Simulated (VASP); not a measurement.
# BN (P6_3mc) in VASP: single point with r2SCAN

Aim: the single point of BN with r2SCAN.

All numbers are computed with VASP 6.6.1; they aren't measurements. Logs are shortened: lines on timing, memory, paths and dates and some standing lists are left out, and cuts for length are marked.

### 1 The cell of the first run

It takes space group P6_3mc (No. 186, hexagonal). The conventional cell has a = 2.573 Å, b = 2.573 Å, c = 8.458 Å, α = 90.00°, β = 90.00°, γ = 120.00°. Within 2.1 Å of B (site symmetry 3m) lie 4 N at 1.58 Å. B (site symmetry 3m) has 4 N at 1.58 to 1.59 Å within 2.1 Å. Within 2.1 Å of N (site symmetry 3m) lie 4 B at 1.58 Å. Within 2.1 Å of N (site symmetry 3m) lie 4 B at 1.58 to 1.59 Å.

### 2 Single point, r2SCAN (6.06 Å³/atom)

POSCAR reads:

```
BN
1.0
    2.5732269247      0.0000000000      0.0000000000
   -1.2866134624      2.2284798865      0.0000000000
    0.0000000000      0.0000000000      8.4582903527
B N
4 4
Direct
    0.0000000000      0.0000000000      0.0003894312
    0.3333333333      0.6666666667      0.2496892035
    0.0000000000      0.0000000000      0.5003894312
    0.6666666667      0.3333333333      0.7496892035
    0.0000000000      0.0000000000      0.1869898385
    0.3333333333      0.6666666667      0.4379315267
    0.0000000000      0.0000000000      0.6869898385
    0.6666666667      0.3333333333      0.9379315267
```

INCAR.step1 reads:

```
SYSTEM = BN
ALGO = Normal
EDIFF = 1E-5
ENCUT = 1460
GGA = PE
GGA_COMPAT = .False.
ISMEAR = 0
LASPH = .True.
LCHARG = .False.
LREAL = .False.
LWAVE = .True.
NBANDS = 26
NELM = 120
PREC = Accurate
SIGMA = 0.01
```

INCAR.step2 reads:

```
SYSTEM = BN
ALGO = Normal
EDIFF = 1E-6
ENCUT = 1460
GGA_COMPAT = .False.
ISIF = 2
ISMEAR = 0
ISTART = 1
LASPH = .True.
LCHARG = .False.
LMIXTAU = .True.
LREAL = .False.
LWAVE = .False.
METAGGA = R2SCAN
NBANDS = 26
NELM = 120
PREC = Accurate
SIGMA = 0.01
```

KPOINTS reads:

```
k-points
0
Gamma
  9 9 4
  0 0 0
```

Potentials or basis: VASP PAW PBE potentials, release 64 (B_h, N_h).

The run is started by

```bash
$ cat potpaw_PBE.64/B_h/POTCAR potpaw_PBE.64/N_h/POTCAR > POTCAR
$ cp INCAR.step1 INCAR
$ mpirun -np 1 vasp_std > vasp.out
$ cp INCAR.step2 INCAR
$ mpirun -np 1 vasp_std > vasp.out
```

OUTCAR:

```text
SYSTEM = BN
   EDIFF = 1E-6
   ENCUT = 1460
   ISIF = 2
   ISMEAR = 0
   ISTART = 1
   LASPH = .True.
   LREAL = .False.
   METAGGA = R2SCAN
   NELM = 120
   PREC = Accurate

 ion  position               nearest neighbor table
   1  0.000  0.000  0.000-
   2  0.333  0.667  0.250-
   3  0.000  0.000  0.500-
   4  0.667  0.333  0.750-
   5  0.000  0.000  0.187-
   6  0.333  0.667  0.438-
   7  0.000  0.000  0.687-
   8  0.667  0.333  0.938-

  LATTYP: Found a hexagonal cell.
 ALAT       =     2.5732269247
 C/A-ratio  =     3.2870363167

  Lattice vectors:

 A1 = (   2.5732269247,   0.0000000000,   0.0000000000)
 A2 = (  -1.2866134624,   2.2284798865,   0.0000000000)
 A3 = (   0.0000000000,   0.0000000000,   8.4582903527)

Analysis of symmetry for initial positions (statically):
=====================================================================
 Subroutine PRICEL returns:
 Original cell was already a primitive cell.

 Routine SETGRP: Setting up the symmetry group for a
 hexagonal supercell.

 Subroutine GETGRP returns: Found 12 space group operations
 (whereof  6 operations were pure point group operations)
 out of a pool of 24 trial point group operations.

The static configuration has the point symmetry C_3v.
 The point group associated with its full space group is C_6v.

Analysis of symmetry for dynamics (positions and initial velocities):
=====================================================================
 Subroutine PRICEL returns:
 Original cell was already a primitive cell.

 Routine SETGRP: Setting up the symmetry group for a
 hexagonal supercell.

 Subroutine GETGRP returns: Found 12 space group operations
 (whereof  6 operations were pure point group operations)
 out of a pool of 24 trial point group operations.

The dynamic configuration has the point symmetry C_3v.
 The point group associated with its full space group is C_6v.

 Subroutine INISYM returns: Found 12 space group operations
 (whereof  6 operations are pure point group operations),
 and found     1 'primitive' translations

----------------------------------------------------------------------------------------

                                     Primitive cell

[... 96 lines left out ...]
   ISPIN  =      1    spin polarized calculation?
   LNONCOLLINEAR =      F non collinear calculations
   LSORBIT =      F    spin-orbit coupling
   LASPH  =      T    aspherical Exc in radial PAW
   ENCUT  = 1460.0 eV 107.31 Ry   10.36 a.u.   8.02  8.02 26.35*2*pi/ulx,y,z
   NELM   =    120;   NELMIN=  2; NELMDL=  0     # of ELM steps
   EDIFF  = 0.1E-05   stopping-criterion for ELM
   LREAL  =      F    real-space projection
[... 7 lines left out ...]
   TEBEG  =    0.0;   TEEND  =   0.0 temperature during run
   PSTRESS=    0.0 pullay stress
   NELECT =      32.0000    total number of electrons
   NUPDOWN=      -1.0000    fix difference up-down
   EMIN   =  10.00;   EMAX   =-10.00  energy-range for DOS
   EFERMI =   0.00;   METHOD = LEGACY
   ISMEAR =     0;   SIGMA  =   0.01  broadening in eV -4-tet -1-fermi 0-gaus
   EFERMI_NEDOS =   21; number of points for ismear=-14 and -15
   IALGO  =     38    algorithm
   IMIX   =      4    mixing-type and parameters
     AMIX     =   0.40;   BMIX     =  1.00
     AMIX_MAG =   1.60;   BMIX_MAG =  1.00
  volume/ion in A,a.u.               =       6.06        40.91
  Fermi-wavevector in a.u.,A,eV,Ry     =   1.425176  2.693191 27.635138  2.031125
  Thomas-Fermi vector in A             =   2.545588
   LORBIT       =      0    0 simple, 1 ext, 2 COOP (PROOUT), +10 PAW based schemes
   METAGGA = R2SCAN    functional components
   LHFCALC =     F    Hartree Fock is set to
   AEXX    =    0.0000 exact exchange contribution
   IVDW    =     0    specifies the selected vdW correction
   LEPSILON=     F    determine dielectric tensor
   LRPA    =     F    only Hartree local field effects (RPA)
 non-spin polarized calculation
 Gauss-broadening in eV      SIGMA  =   0.01
  energy-cutoff  :     1460.00
  volume of cell :       48.50
 maximum number of plane-waves:      6198
   NGX = 17   NGY = 17   NGZ = 53

 number of electron      32.0000000 magnetization

 Free energy of the ion-electron system (eV)
  ---------------------------------------------------
  ext. energy  EPLUGINS =         0.00000000
  ---------------------------------------------------
  free energy    TOTEN  =       -76.69837493 eV

  energy without entropy =      -76.69837493  energy(sigma->0) =      -76.69837493

 E-fermi :   8.7453     XC(G=0): -13.6112

 val. band max:        8.6358168698   @ k =   0.0000   0.0000   0.0000
 cond. band min:      14.7495753253   @ k =   0.4444   0.0000   0.0000
 fundamental gap:      6.1137584555
 Fermi energy:         8.7453282437

 k-point     1 :       0.0000    0.0000    0.0000
  band No.  band energies     occupation
      1     -12.4328      2.00000
      2     -10.9893      2.00000
      3     -10.9142      2.00000
      4      -8.2948      2.00000
      5      -2.3044      2.00000
      6       2.8797      2.00000
[... 685 lines left out ...]
     25      23.7196      0.00000
     26      23.7475      0.00000

 [... further k-points ...]

------------------------ aborting loop because EDIFF is reached ----------------------------------------

  FORCE on cell =-STRESS in cart. coord.  units (eV):
  Direction    XX          YY          ZZ          XY          YZ          ZX
  --------------------------------------------------------------------------------------
  -------------------------------------------------------------------------------------
  Total       -3.4493948     -3.4493948     -3.4630390      0.0000000      0.0000000     -0.0000000
  in kB     -113.9420678   -113.9420678   -114.3927698      0.0000000      0.0000000     -0.0000000
  external PRESSURE =    -114.0923018 kB  Pullay stress =       0.0000000 kB

 VOLUME and BASIS-vectors are now :
 -----------------------------------------------------------------------------
  energy-cutoff  :     1460.00
  volume of cell :       48.50
      direct lattice vectors                 reciprocal lattice vectors
     2.573226925  0.000000000  0.000000000     0.388617106  0.224368191  0.000000000
    -1.286613462  2.228479887  0.000000000     0.000000000  0.448736381  0.000000000
     0.000000000  0.000000000  8.458290353     0.000000000  0.000000000  0.118227202

 POSITION                                       TOTAL-FORCE (eV/Angst)
 -----------------------------------------------------------------------------------
      0.00000      0.00000      0.00329         0.000000     -0.000000     -0.007639
     -0.00000      1.48565      2.11194        -0.000000     -0.000000     -0.013355
      0.00000      0.00000      4.23244         0.000000      0.000000     -0.007639
      1.28661      0.74283      6.34109        -0.000000      0.000000     -0.013355
      0.00000      0.00000      1.58161        -0.000000      0.000000      0.007024
     -0.00000      1.48565      3.70415         0.000000     -0.000000      0.013971
      0.00000      0.00000      5.81076        -0.000000     -0.000000      0.007024
      1.28661      0.74283      7.93330         0.000000      0.000000      0.013971
 -----------------------------------------------------------------------------------
    total drift:                               -0.000000     -0.000000      0.013191

  FREE ENERGIE OF THE ION-ELECTRON SYSTEM (eV)
  ---------------------------------------------------
  free  energy   TOTEN  =       -76.6983749258 eV

  energy  without entropy=      -76.6983749258  energy(sigma->0) =      -76.69837493
```

OSZICAR.step1:

```text
N       E                     dE             d eps       ncg     rms          rms(c)
DAV:   1     0.207942992189E+03    0.20794E+03   -0.31311E+04  1872   0.274E+03
DAV:   2    -0.548557746335E+02   -0.26280E+03   -0.24286E+03  2518   0.365E+02
DAV:   3    -0.730693682920E+02   -0.18214E+02   -0.18037E+02  2398   0.877E+01
DAV:   4    -0.734076385105E+02   -0.33827E+00   -0.33743E+00  2632   0.121E+01
DAV:   5    -0.734144961878E+02   -0.68577E-02   -0.68525E-02  2468   0.178E+00    0.118E+01
DAV:   6    -0.700561353274E+02    0.33584E+01   -0.81770E+00  2468   0.160E+01    0.449E+00
DAV:   7    -0.698666860036E+02    0.18945E+00   -0.70791E-01  2528   0.513E+00    0.251E+00
DAV:   8    -0.698170706721E+02    0.49615E-01   -0.16654E-01  2304   0.263E+00    0.446E-01
DAV:   9    -0.698121177419E+02    0.49529E-02   -0.94119E-03  2550   0.693E-01    0.156E-01
DAV:  10    -0.698127830884E+02   -0.66535E-03   -0.56607E-03  2436   0.408E-01    0.112E-01
DAV:  11    -0.698126347522E+02    0.14834E-03   -0.11414E-03  2386   0.209E-01    0.144E-02
DAV:  12    -0.698126375000E+02   -0.27478E-05   -0.57153E-05  2438   0.608E-02
   1 F= -.69812638E+02 E0= -.69812638E+02  d E =-.226030E-48
```

Wall time 8.3 min (1 thread of Intel Xeon Platinum 8488C (Sapphire Rapids), shared host); peak memory 0.46 GiB.

Results:

```
Free energy            : -76.6984 eV
Pressure               : -11.4 GPa
Largest force          : 0.014 eV/Å
Band gap on the k mesh : 6.11 eV (least direct gap 8.11 eV)
```

Forces in eV/Å, atoms in the order of the input:
```
B    0.000  0.000 -0.008
B    0.000  0.000 -0.013
B    0.000  0.000 -0.008
B    0.000  0.000 -0.013
N    0.000  0.000  0.007
N    0.000  0.000  0.014
N    0.000  0.000  0.007
N    0.000  0.000  0.014
```

Caveat: the cell stands under tension; the PAW data sets were made with another functional, which shifts forces and pressure a little.
